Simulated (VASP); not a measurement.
# V (P6_3/mmc) in VASP: single point with PBEsol

Aim: the single point of V with PBEsol.

All numbers are computed with VASP 6.6.1; they aren't measurements. Logs are shortened: lines on timing, memory, paths and dates and some standing lists are left out, and cuts for length are marked.

### 1 The cell of the first run

The structure is hexagonal, space group P6_3/mmc (No. 194). Conventional cell: a = 2.574 Å, b = 2.574 Å, c = 4.641 Å, α = 90.00°, β = 90.00°, γ = 120.00°. V (site symmetry -6m2) has 12 V at 2.57 to 2.76 Å within 3.4 Å.

### 2 Single point, PBEsol

INCAR

```
ALGO = Normal ; EDIFF = 1E-6
ENCUT = 500 ; GGA = PS
GGA_COMPAT = F ; ISIF = 2
ISMEAR = 0 ; LASPH = T
LCHARG = F ; LREAL = F
LWAVE = F ; NBANDS = 20
NELM = 120 ; PREC = Accurate
SIGMA = 0.1
```

KPOINTS

```
k-points
0
Gamma
  6 6 4
```

POSCAR

```
V
1.0
    2.5739956125      0.0000000000      0.0000000000
   -1.2869978063      2.2291455897      0.0000000000
    0.0000000000      0.0000000000      4.6413770297
V
2
Direct
    0.3333333333      0.6666666667      0.2500000000
    0.6666666667      0.3333333333      0.7500000000
```

Potentials or basis: VASP PAW PBE potentials, release 64 (V_sv).

On the command line:

```
$ cat potpaw_PBE.64/V_sv/POTCAR > POTCAR
$ mpirun -np 1 vasp_std > vasp.out
```

OUTCAR:

```text
EDIFF = 1E-6
   ENCUT = 500
   GGA = PS
   ISIF = 2
   ISMEAR = 0
   LASPH = T
   LREAL = F
   NELM = 120
   PREC = Accurate

 ion  position               nearest neighbor table
   1  0.333  0.667  0.250-   2 2.76   2 2.76   2 2.76   2 2.76   2 2.76   2 2.76
   2  0.667  0.333  0.750-   1 2.76   1 2.76   1 2.76   1 2.76   1 2.76   1 2.76

  LATTYP: Found a hexagonal cell.
 ALAT       =     2.5739956125
 C/A-ratio  =     1.8031798528

  Lattice vectors:

 A1 = (   2.5739956125,   0.0000000000,   0.0000000000)
 A2 = (  -1.2869978063,   2.2291455897,   0.0000000000)
 A3 = (   0.0000000000,   0.0000000000,   4.6413770297)

Analysis of symmetry for initial positions (statically):
=====================================================================
 Subroutine PRICEL returns:
 Original cell was already a primitive cell.

 Routine SETGRP: Setting up the symmetry group for a
 hexagonal supercell.

 Subroutine GETGRP returns: Found 24 space group operations
 (whereof 12 operations were pure point group operations)
 out of a pool of 24 trial point group operations.

The static configuration has the point symmetry D_3d.
 The point group associated with its full space group is D_6h.

Analysis of symmetry for dynamics (positions and initial velocities):
=====================================================================
 Subroutine PRICEL returns:
 Original cell was already a primitive cell.

 Routine SETGRP: Setting up the symmetry group for a
 hexagonal supercell.

 Subroutine GETGRP returns: Found 24 space group operations
 (whereof 12 operations were pure point group operations)
 out of a pool of 24 trial point group operations.

The dynamic configuration has the point symmetry D_3d.
 The point group associated with its full space group is D_6h.

 Subroutine INISYM returns: Found 24 space group operations
 (whereof 12 operations are pure point group operations),
 and found     1 'primitive' translations

----------------------------------------------------------------------------------------

                                     Primitive cell

  volume of cell :      26.6313

  direct lattice vectors                    reciprocal lattice vectors
     2.573995613  0.000000000  0.000000000     0.388501051  0.224301186  0.000000000
    -1.286997806  2.229145590  0.000000000     0.000000000  0.448602372  0.000000000
     0.000000000  0.000000000  4.641377030     0.000000000  0.000000000  0.215453301

  length of vectors
     2.573995613  2.573995613  4.641377030     0.448602372  0.448602372  0.215453301

  position of ions in fractional coordinates (direct lattice)
     0.333333333  0.666666667  0.250000000
     0.666666667  0.333333333  0.750000000

  ion indices of the primitive-cell ions
   primitive index   ion index
                 1           1
                 2           2

----------------------------------------------------------------------------------------

 KPOINTS: k-points

Automatic generation of k-mesh.
 Grid dimensions read from file:
 generate k-points for:    6    6    4

 Generating k-lattice:

  Cartesian coordinates                     Fractional coordinates (reciprocal lattice)
     0.064750175  0.037383531  0.000000000     0.166666667  0.000000000  0.000000000
     0.000000000  0.074767062  0.000000000     0.000000000  0.166666667  0.000000000
     0.000000000  0.000000000  0.053863325     0.000000000  0.000000000  0.250000000

  Length of vectors
     0.074767062  0.074767062  0.053863325

  Shift w.r.t. Gamma in fractional coordinates (k-lattice)
     0.000000000  0.000000000  0.000000000

 Subroutine IBZKPT returns following result:
 ===========================================

 Found     21 irreducible k-points:

 Following reciprocal coordinates:
            Coordinates               Weight
  0.000000  0.000000  0.000000      1.000000
  0.166667  0.000000  0.000000      6.000000
  0.333333  0.000000  0.000000      6.000000
  0.500000  0.000000  0.000000      3.000000
  0.166667  0.166667  0.000000      6.000000
  0.333333  0.166667  0.000000     12.000000
[... 13 lines left out ...]
  0.333333  0.166667  0.500000     12.000000
  0.333333  0.333333  0.500000      2.000000
   k-points           NKPTS =     21   k-points in BZ     NKDIM =     21   number of bands    NBANDS=     20
   number of dos      NEDOS =    301   number of ions     NIONS =      2
   total plane-waves  NPLWV =  14400
   dimension x,y,z NGX =    20 NGY =   20 NGZ =   36
   dimension x,y,z NGXF=    40 NGYF=   40 NGZF=   72
   ions per type =               2
   NGX,Y,Z   is equivalent  to a cutoff of  12.92, 12.92, 12.89 a.u.
   NGXF,Y,Z  is equivalent  to a cutoff of  25.83, 25.83, 25.79 a.u.
 SYSTEM =  unknown system
   PREC   = accura    normal or accurate (medium, high low for compatibility)
   ISTART =      0    job   : 0-new  1-cont  2-samecut
   ICHARG =      2    charge: 1-file 2-atom 10-const
   ISPIN  =      1    spin polarized calculation?
   LNONCOLLINEAR =      F non collinear calculations
   LSORBIT =      F    spin-orbit coupling
   LASPH  =      T    aspherical Exc in radial PAW
   ENCUT  =  500.0 eV  36.75 Ry    6.06 a.u.   4.69  4.69  8.46*2*pi/ulx,y,z
   NELM   =    120;   NELMIN=  2; NELMDL= -5     # of ELM steps
   EDIFF  = 0.1E-05   stopping-criterion for ELM
   LREAL  =      F    real-space projection
   EDIFFG = 0.1E-04   stopping-criterion for IOM
   NSW    =      0    number of steps for IOM
   IBRION =     -1    ionic relax: 0-MD 1-quasi-New 2-CG
   NFREE  =      0    steps in history (QN), initial steepest desc. (CG)
   ISIF   =      2    stress and relaxation
   ISYM   =      2    0-nonsym 1-usesym 2-fastsym
   POTIM  = 0.5000    time-step for ionic-motion
   TEBEG  =    0.0;   TEEND  =   0.0 temperature during run
   PSTRESS=    0.0 pullay stress
   NELECT =      26.0000    total number of electrons
   NUPDOWN=      -1.0000    fix difference up-down
   EMIN   =  10.00;   EMAX   =-10.00  energy-range for DOS
   EFERMI =   0.00;   METHOD = LEGACY
   ISMEAR =     0;   SIGMA  =   0.10  broadening in eV -4-tet -1-fermi 0-gaus
   EFERMI_NEDOS =   21; number of points for ismear=-14 and -15
   IALGO  =     38    algorithm
   IMIX   =      4    mixing-type and parameters
     AMIX     =   0.40;   BMIX     =  1.00
     AMIX_MAG =   1.60;   BMIX_MAG =  1.00
  volume/ion in A,a.u.               =      13.32        89.86
  Fermi-wavevector in a.u.,A,eV,Ry     =   1.624058  3.069025 35.886250  2.637565
  Thomas-Fermi vector in A             =   2.717407
   LORBIT       =      0    0 simple, 1 ext, 2 COOP (PROOUT), +10 PAW based schemes
   GGA     = PS    functional components
   LHFCALC =     F    Hartree Fock is set to
   AEXX    =    0.0000 exact exchange contribution
   IVDW    =     0    specifies the selected vdW correction
   LEPSILON=     F    determine dielectric tensor
   LRPA    =     F    only Hartree local field effects (RPA)
 non-spin polarized calculation
 Gauss-broadening in eV      SIGMA  =   0.10
  energy-cutoff  :      500.00
  volume of cell :       26.63
 maximum number of plane-waves:       688
 NGX is ok and might be reduce to    20
   NGX =  9   NGY =  9   NGZ = 17

 number of electron      26.0000010 magnetization

 Free energy of the ion-electron system (eV)
  ---------------------------------------------------
  ext. energy  EPLUGINS =         0.00000000
  ---------------------------------------------------
  free energy    TOTEN  =       -18.71612460 eV

  energy without entropy =      -18.69585798  energy(sigma->0) =      -18.70599129

 E-fermi :  10.0974     XC(G=0): -13.1018

 val. band max:       10.0751769629   @ k =   0.1667   0.0000   0.0000
 cond. band min:      10.1020159976   @ k =   0.3333   0.1667   0.5000
 fundamental gap:      0.0268390346
 Fermi energy:        10.0973766569

 k-point     1 :       0.0000    0.0000    0.0000
  band No.  band energies     occupation
      1     -53.6512      2.00000
      2     -53.5184      2.00000
      3     -27.9187      2.00000
      4     -27.1708      2.00000
      5     -27.0231      2.00000
      6     -27.0231      2.00000
[... 12 lines left out ...]
     19      13.1107      0.00000
     20      13.1107      0.00000

 k-point     2 :       0.1667    0.0000    0.0000
  band No.  band energies     occupation
      1     -53.5966      2.00000
      2     -53.4795      2.00000
      3     -27.8357      2.00000
      4     -27.2706      2.00000
      5     -27.2026      2.00000
      6     -27.1780      2.00000
[... 12 lines left out ...]
     19      13.2033      0.00000
     20      14.9055      0.00000

 k-point     3 :       0.3333    0.0000    0.0000
  band No.  band energies     occupation
      1     -53.4814      2.00000
      2     -53.4052      2.00000
      3     -27.7612      2.00000
      4     -27.6709      2.00000
      5     -27.6425      2.00000
      6     -27.2182      2.00000
[... 12 lines left out ...]
     19      13.2318      0.00000
     20      17.9047      0.00000

 k-point     4 :       0.5000    0.0000    0.0000
  band No.  band energies     occupation
      1     -53.4164      2.00000
      2     -53.3742      2.00000
      3     -28.0023      2.00000
      4     -27.8956      2.00000
      5     -27.5085      2.00000
      6     -27.2751      2.00000
[... 12 lines left out ...]
     19      14.8019      0.00000
     20      16.4136      0.00000

 k-point     5 :       0.1667    0.1667    0.0000
  band No.  band energies     occupation
      1     -53.5114      2.00000
      2     -53.4230      2.00000
      3     -27.6965      2.00000
      4     -27.5563      2.00000
      5     -27.5554      2.00000
      6     -27.2074      2.00000
[... 12 lines left out ...]
     19      13.0166      0.00000
     20      17.2096      0.00000

 k-point     6 :       0.3333    0.1667    0.0000
  band No.  band energies     occupation
      1     -53.4172      2.00000
      2     -53.3737      2.00000
      3     -27.8736      2.00000
      4     -27.7854      2.00000
      5     -27.5123      2.00000
      6     -27.3904      2.00000
[... 12 lines left out ...]
     19      15.1342      0.00000
     20      18.5627      0.00000

 k-point     7 :       0.3333    0.3333    0.0000
  band No.  band energies     occupation
      1     -53.3715      2.00000
      2     -53.3715      2.00000
      3     -27.7499      2.00000
      4     -27.6603      2.00000
      5     -27.6603      2.00000
      6     -27.5631      2.00000
[... 12 lines left out ...]
     19      17.6460      0.00000
     20      18.5796      0.00000
[... 208 lines left out ...]
 k-point    17 :       0.3333    0.0000    0.5000
  band No.  band energies     occupation
      1     -53.4434      2.00000
      2     -53.4434      2.00000
      3     -27.7875      2.00000
      4     -27.7875      2.00000
      5     -27.3583      2.00000
      6     -27.3583      2.00000
[... 12 lines left out ...]
     19      13.2030      0.00000
     20      13.2030      0.00000

 k-point    18 :       0.5000    0.0000    0.5000
  band No.  band energies     occupation
      1     -53.3953      2.00000
      2     -53.3953      2.00000
      3     -28.0013      2.00000
      4     -28.0013      2.00000
      5     -27.3366      2.00000
      6     -27.3366      2.00000
[... 12 lines left out ...]
     19      13.9862      0.00000
     20      13.9862      0.00000

 k-point    19 :       0.1667    0.1667    0.5000
  band No.  band energies     occupation
      1     -53.4673      2.00000
      2     -53.4673      2.00000
      3     -27.6528      2.00000
      4     -27.6528      2.00000
      5     -27.3562      2.00000
      6     -27.3562      2.00000
[... 12 lines left out ...]
     19      13.1472      0.00000
     20      13.1472      0.00000

 k-point    20 :       0.3333    0.1667    0.5000
  band No.  band energies     occupation
      1     -53.3955      2.00000
      2     -53.3955      2.00000
      3     -27.8830      2.00000
      4     -27.8830      2.00000
      5     -27.4034      2.00000
      6     -27.4034      2.00000
[... 12 lines left out ...]
     19      15.4634      0.00000
     20      15.4634      0.00000

 k-point    21 :       0.3333    0.3333    0.5000
  band No.  band energies     occupation
      1     -53.3714      2.00000
      2     -53.3714      2.00000
      3     -27.7516      2.00000
      4     -27.7516      2.00000
      5     -27.6572      2.00000
      6     -27.6572      2.00000
[... 12 lines left out ...]
     19      18.4882      0.00000
     20      18.4882      0.00000

------------------------ aborting loop because EDIFF is reached ----------------------------------------

  FORCE on cell =-STRESS in cart. coord.  units (eV):
  Direction    XX          YY          ZZ          XY          YZ          ZX
  --------------------------------------------------------------------------------------
  -------------------------------------------------------------------------------------
  Total       -0.2146617     -0.2146617      0.1158122      0.0000000      0.0000000      0.0000000
  in kB      -12.9143368    -12.9143368      6.9674197      0.0000000      0.0000000      0.0000000
  external PRESSURE =      -6.2870846 kB  Pullay stress =       0.0000000 kB

 VOLUME and BASIS-vectors are now :
 -----------------------------------------------------------------------------
  energy-cutoff  :      500.00
  volume of cell :       26.63
      direct lattice vectors                 reciprocal lattice vectors
     2.573995613  0.000000000  0.000000000     0.388501051  0.224301186  0.000000000
    -1.286997806  2.229145590  0.000000000     0.000000000  0.448602372  0.000000000
     0.000000000  0.000000000  4.641377030     0.000000000  0.000000000  0.215453301

 POSITION                                       TOTAL-FORCE (eV/Angst)
 -----------------------------------------------------------------------------------
     -0.00000      1.48610      1.16034         0.000000     -0.000000      0.000000
      1.28700      0.74305      3.48103        -0.000000      0.000000      0.000000
 -----------------------------------------------------------------------------------
    total drift:                               -0.000000      0.000000     -0.000000

  FREE ENERGIE OF THE ION-ELECTRON SYSTEM (eV)
  ---------------------------------------------------
  free  energy   TOTEN  =       -18.7161245973 eV

  energy  without entropy=      -18.6958579768  energy(sigma->0) =      -18.70599129
```

It took 6.6 s on 1 thread of Intel Xeon Platinum 8559C (Emerald Rapids), shared host; peak memory 0.14 GiB.

What came out:

```
Free energy            : -18.7161 eV
Pressure               : -0.6 GPa
Band gap on the k mesh : zero (band 13 reaches 11.79 eV, above the bottom of band 14 at 9.47 eV)
```

Caveat: the k points lie up to 0.47 Å⁻¹ apart; the PAW data sets were made with another functional, which shifts forces and pressure a little.
